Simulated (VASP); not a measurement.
# LaTe4 (P4mm) in VASP: notebook, part 2 of 2

VASP 6.6.1. Earlier steps stand in the parts before.

**4. Single point, PBE**

This run uses another cell than the first one, of 37.47 Å³/atom, 1.013 times its volume.

Contents of INCAR:

```
PREC = Accurate
ENCUT = 520
EDIFF = 1E-7
ISMEAR = 0
SIGMA = 0.1
LREAL = False
LASPH = True
NELM = 80
ALGO = Normal
ISIF = 2
LWAVE = False
LCHARG = True
GGA = PE
LELF = True
LVHAR = True
NBANDS = 26
```

Contents of KPOINTS:

```
Automatic mesh
0
Gamma
  8 8 4
```

Contents of POSCAR:

```
LaTe4
1.0
    4.5059316308      0.0000000000      0.0000000000
    0.0000000000      4.5059316308      0.0000000000
    0.0000000000      0.0000000000      9.2266694448
La Te
1 4
Direct
    0.0000000000      0.0000000000      0.4308243922
    0.5000000000      0.0000000000      0.1779312240
    0.0000000000      0.5000000000      0.1779312240
    0.5000000000      0.5000000000      0.6756537560
    0.0000000000      0.0000000000      0.7583411838
```

Potentials or basis: VASP PAW PBE potentials, release 64 (La, Te).

On the command line:

```sh
$ cat potpaw_PBE.64/La/POTCAR potpaw_PBE.64/Te/POTCAR > POTCAR
$ mpirun -np 1 vasp_std > vasp.out
```

OUTCAR:

```text
PREC = Accurate
   ENCUT = 520
   EDIFF = 1E-7
   ISMEAR = 0
   LREAL = False
   LASPH = True
   NELM = 80
   ISIF = 2
   GGA = PE

 ion  position               nearest neighbor table
   1  0.000  0.000  0.431-   5 3.02   3 3.24   2 3.24   3 3.24   2 3.24
   2  0.500  0.000  0.178-   3 3.19   3 3.19   3 3.19   3 3.19   1 3.24   1 3.24
   3  0.000  0.500  0.178-   2 3.19   2 3.19   2 3.19   2 3.19   1 3.24   1 3.24
   4  0.500  0.500  0.676-   5 3.28   5 3.28   5 3.28   5 3.28
   5  0.000  0.000  0.758-   1 3.02   4 3.28   4 3.28   4 3.28   4 3.28

  LATTYP: Found a simple tetragonal cell.
 ALAT       =     4.5059316308
 C/A-ratio  =     2.0476718692

  Lattice vectors:

 A1 = (   4.5059316308,   0.0000000000,   0.0000000000)
 A2 = (   0.0000000000,   4.5059316308,   0.0000000000)
 A3 = (   0.0000000000,   0.0000000000,   9.2266694448)

Analysis of symmetry for initial positions (statically):
=====================================================================
 Subroutine PRICEL returns:
 Original cell was already a primitive cell.

 Routine SETGRP: Setting up the symmetry group for a
 simple tetragonal supercell.

 Subroutine GETGRP returns: Found  8 space group operations
 (whereof  8 operations were pure point group operations)
 out of a pool of 16 trial point group operations.

The static configuration has the point symmetry C_4v.

Analysis of symmetry for dynamics (positions and initial velocities):
=====================================================================
 Subroutine PRICEL returns:
 Original cell was already a primitive cell.

 Routine SETGRP: Setting up the symmetry group for a
 simple tetragonal supercell.

 Subroutine GETGRP returns: Found  8 space group operations
 (whereof  8 operations were pure point group operations)
 out of a pool of 16 trial point group operations.

The dynamic configuration has the point symmetry C_4v.

 Subroutine INISYM returns: Found  8 space group operations
[... 118 lines left out ...]
   ISMEAR =     0;   SIGMA  =   0.10  broadening in eV -4-tet -1-fermi 0-gaus
   EFERMI_NEDOS =   21; number of points for ismear=-14 and -15
   IALGO  =     38    algorithm
   IMIX   =      4    mixing-type and parameters
     AMIX     =   0.40;   BMIX     =  1.00
     AMIX_MAG =   1.60;   BMIX_MAG =  1.00
  volume/ion in A,a.u.               =      37.47       252.84
  Fermi-wavevector in a.u.,A,eV,Ry     =   0.935893  1.768581 11.917281  0.875895
  Thomas-Fermi vector in A             =   2.062847
   LORBIT       =      0    0 simple, 1 ext, 2 COOP (PROOUT), +10 PAW based schemes
   GGA     = PE    functional components
   LHFCALC =     F    Hartree Fock is set to
   AEXX    =    0.0000 exact exchange contribution
   IVDW    =     0    specifies the selected vdW correction
   LEPSILON=     F    determine dielectric tensor
   LRPA    =     F    only Hartree local field effects (RPA)
 non-spin polarized calculation
 Gauss-broadening in eV      SIGMA  =   0.10
  energy-cutoff  :      520.00
  volume of cell :      187.33
 maximum number of plane-waves:      5080
 NGX is ok and might be reduce to    36
   NGX = 17   NGY = 17   NGZ = 35

 number of electron      34.9999998 magnetization

 Free energy of the ion-electron system (eV)
  ---------------------------------------------------
  ext. energy  EPLUGINS =         0.00000000
  ---------------------------------------------------
  free energy    TOTEN  =       -20.36480894 eV

  energy without entropy =      -20.35092080  energy(sigma->0) =      -20.35786487

 E-fermi :   5.4790     XC(G=0):  -8.6957

 val. band max:        5.4626389381   @ k =   0.5000   0.1250   0.5000
 cond. band min:       5.4827206502   @ k =   0.2500   0.0000   0.0000
 fundamental gap:      0.0200817120
 Fermi energy:         5.4790354181

 k-point     1 :       0.0000    0.0000    0.0000
  band No.  band energies     occupation
      1     -27.5623      2.00000
      2     -11.5060      2.00000
      3     -11.2559      2.00000
      4     -11.2559      2.00000
      5      -7.1246      2.00000
      6      -6.5854      2.00000
[... 685 lines left out ...]
     25       7.3572      0.00000
     26       7.4300      0.00000

 [... further k-points ...]
[... 5 lines left out ...]
  --------------------------------------------------------------------------------------
  -------------------------------------------------------------------------------------
  Total       -0.0473249     -0.0473249     -0.0443236      0.0000000      0.0000000      0.0000000
  in kB       -0.4047496     -0.4047496     -0.3790803      0.0000000      0.0000000      0.0000000
  external PRESSURE =      -0.3961932 kB  Pullay stress =       0.0000000 kB

 VOLUME and BASIS-vectors are now :
 -----------------------------------------------------------------------------
  energy-cutoff  :      520.00
  volume of cell :      187.33
      direct lattice vectors                 reciprocal lattice vectors
     4.505931631  0.000000000  0.000000000     0.221929688  0.000000000  0.000000000
     0.000000000  4.505931631  0.000000000     0.000000000  0.221929688  0.000000000
     0.000000000  0.000000000  9.226669445     0.000000000  0.000000000  0.108381470

 POSITION                                       TOTAL-FORCE (eV/Angst)
 -----------------------------------------------------------------------------------
      0.00000      0.00000      3.97507        -0.000000     -0.000000      0.002642
      2.25297      0.00000      1.64171        -0.000000     -0.000000      0.003522
      0.00000      2.25297      1.64171        -0.000000     -0.000000      0.003522
      2.25297      2.25297      6.23403         0.000000      0.000000      0.003813
      0.00000      0.00000      6.99696        -0.000000     -0.000000     -0.013498
 -----------------------------------------------------------------------------------
    total drift:                               -0.000000     -0.000000      0.000891

  FREE ENERGIE OF THE ION-ELECTRON SYSTEM (eV)
  ---------------------------------------------------
  free  energy   TOTEN  =       -20.3648089378 eV

  energy  without entropy=      -20.3509207993  energy(sigma->0) =      -20.35786487
```

OSZICAR:

```text
N       E                     dE             d eps       ncg     rms          rms(c)
DAV:   1     0.285245562788E+03    0.28525E+03   -0.12348E+04  2340   0.132E+03
DAV:   2     0.363400951172E+02   -0.24891E+03   -0.23161E+03  2822   0.262E+02
DAV:   3    -0.155677472757E+02   -0.51908E+02   -0.47698E+02  3106   0.121E+02
DAV:   4    -0.206089872702E+02   -0.50412E+01   -0.48615E+01  4146   0.360E+01
DAV:   5    -0.208905939172E+02   -0.28161E+00   -0.28040E+00  3680   0.713E+00    0.116E+01
DAV:   6    -0.204351739089E+02    0.45542E+00   -0.49373E+00  3944   0.172E+01    0.597E+00
DAV:   7    -0.203589901426E+02    0.76184E-01   -0.68869E-01  4172   0.561E+00    0.478E+00
DAV:   8    -0.203938031935E+02   -0.34813E-01   -0.36820E-01  4206   0.403E+00    0.890E-01
DAV:   9    -0.203642564689E+02    0.29547E-01   -0.18710E-01  4022   0.348E+00    0.420E-01
DAV:  10    -0.203648712016E+02   -0.61473E-03   -0.86430E-03  3720   0.467E-01    0.454E-01
DAV:  11    -0.203649191020E+02   -0.47900E-04   -0.81242E-04  3918   0.184E-01    0.208E-01
DAV:  12    -0.203647934543E+02    0.12565E-03   -0.65821E-04  4408   0.170E-01    0.841E-02
DAV:  13    -0.203648008752E+02   -0.74209E-05   -0.17605E-04  4478   0.817E-02    0.258E-02
DAV:  14    -0.203648055720E+02   -0.46968E-05   -0.14000E-05  3296   0.191E-02    0.162E-02
DAV:  15    -0.203648082299E+02   -0.26578E-05   -0.42226E-06  3952   0.127E-02    0.447E-03
DAV:  16    -0.203648088738E+02   -0.64396E-06   -0.73702E-07  3240   0.399E-03    0.262E-03
DAV:  17    -0.203648089378E+02   -0.63998E-07   -0.12352E-07  2496   0.374E-03
   1 F= -.20364809E+02 E0= -.20357865E+02  d E =-.138881E-01
```

It took 6 min on 1 thread of Oxide Virtual Turin-like, shared host; peak memory 0.4 GiB.

What came out:

```
Free energy   : -20.3648 eV
Pressure      : 0.0 GPa
Largest force : 0.013 eV/Å
```

Forces on the atoms (eV/Å):
```
La   0.000  0.000  0.003
Te   0.000  0.000  0.004
Te   0.000  0.000  0.004
Te   0.000  0.000  0.004
Te   0.000  0.000 -0.013
```

Levels at points of the mesh, in eV from the Fermi level:
```csv
k point,band 15,band 16,band 17,band 18,band 19,band 20
"(0.00, 0.00, 0.00)",-1.57,-1.33,1.14,1.14,1.22,1.28
"(0.50, 0.00, 0.00)",-1.70,-1.60,-1.54,-1.42,-0.98,-0.89
"(0.50, 0.50, 0.00)",-1.97,-1.96,1.01,1.01,1.47,1.56
"(0.00, 0.00, 0.50)",-1.35,-1.26,1.13,1.13,1.18,1.28
"(0.50, 0.00, 0.50)",-1.65,-1.62,-1.46,-1.42,-0.91,-0.83
"(0.50, 0.50, 0.50)",-1.99,-1.67,1.09,1.09,1.22,1.55
```

Caveat: spin-orbit coupling is left out, which moves the levels of the heavy elements.

**5. Overview**

```csv
cell,k mesh,gap on the mesh (eV),pressure (GPa),largest force (eV/Å)
"a = 4.491, b = 4.491, c = 9.163 Å, 5 atoms",4 × 4 × 2,none,0.0,0.01
"a = 4.826, b = 4.826, c = 8.083 Å, 5 atoms",4 × 4 × 2,none,-1.8,0.73
"a = 4.506, b = 4.506, c = 9.227 Å, 5 atoms",8 × 8 × 4,none,0.0,0.01
```

Alike in all rows: task single point; level PBE; potentials or basis VASP PAW PBE potentials, release 64 (La, Te); no spin polarisation; cutoff (eV) 520; smearing gaussian 0.1 eV.

Caveats: some runs use coarse meshes; spin-orbit coupling is left out, which moves the levels of the heavy elements.

Absolute energies hang on the potentials; compare differences alone.
